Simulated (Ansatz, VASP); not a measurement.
# One calculation of SnO2, two programs

INCAR

```
  PREC = Accurate
  ENCUT = 600
  EDIFF = 1E-7
  ISMEAR = 0
  SIGMA = 0.02
  LREAL = F
  LASPH = T
  NELM = 80
  ALGO = Normal
  ISIF = 3
  LWAVE = F
  LCHARG = F
  GGA = PE
  IBRION = 2
  NSW = 100
  EDIFFG = -0.005
```

The input KPOINTS:

```
Automatic mesh
0
Gamma
  12 12 12
```

Contents of POSCAR:

```
SnO2
1.0
    1.6170930752      0.9336291223      4.8005925840
   -1.6170930752      0.9336291223      4.8005925840
    0.0000000000     -1.8672582446      4.8005925840
Sn O
1 2
Direct
    0.5000000000      0.5000000000      0.5000000000
    0.2371700000      0.2371700000      0.2371700000
    0.7628300000      0.7628300000      0.7628300000
```

Input for Ansatz:

```yaml
crystal:
  lattice:
    - [1.6170930752, 0.9336291223, 4.800592584]
    - [-1.6170930752, 0.9336291223, 4.800592584]
    - [0.0, -1.8672582446, 4.800592584]
  atoms:
    - { symbol: Sn, position: [0.5, 0.5, 0.5] }
    - { symbol: O, position: [0.23717, 0.23717, 0.23717] }
    - { symbol: O, position: [0.76283, 0.76283, 0.76283] }
basis:
  ecutwfc: 520.0
kpoints:
  mp_grid: { grid: [12, 12, 12] }
hamiltonian:
  xc: pbe
  pseudopotentials: { kind: paw, azcp: { folder: soft_1 } }
scf:
  occupations: { method: gaussian, width: 0.02 }
output:
  forces: true
  stress: true
  eigenvalues: true
relax:
  adjacent_minimum: "off"
  f_tol: 0.005
  max_steps: 80
  cell: { stress_tol: 0.05 }
```

Alike in both runs: task relaxation of cell and atoms; functional PBE; k mesh 12 × 12 × 12; occupations gaussian, width 0.02 eV; no spin polarisation.

```csv
,VASP,Ansatz
version,VASP 6.6.1,Ansatz 0.2.0
potentials or method,"VASP PAW PBE potentials, release 64 (Sn_d, O), cutoff 600 eV","scalar-relativistic, plane waves, PAW"
valence electrons in the cell,26,26
```

Ansatz gave:

```
gap on the k mesh at the Fermi level, each at its own relaxed structure (eV) : 2.02
relaxed volume (Å³/atom)                                                     : 14.84
relaxed cell length with the largest relative difference (Å)                 : 5.261
```

Problem. Estimate VASP's values.

Solution. gap on the k mesh at the Fermi level, each at its own relaxed structure (eV): 1.86; relaxed volume (Å³/atom): 14.35; relaxed cell length with the largest relative difference (Å): 5.087.
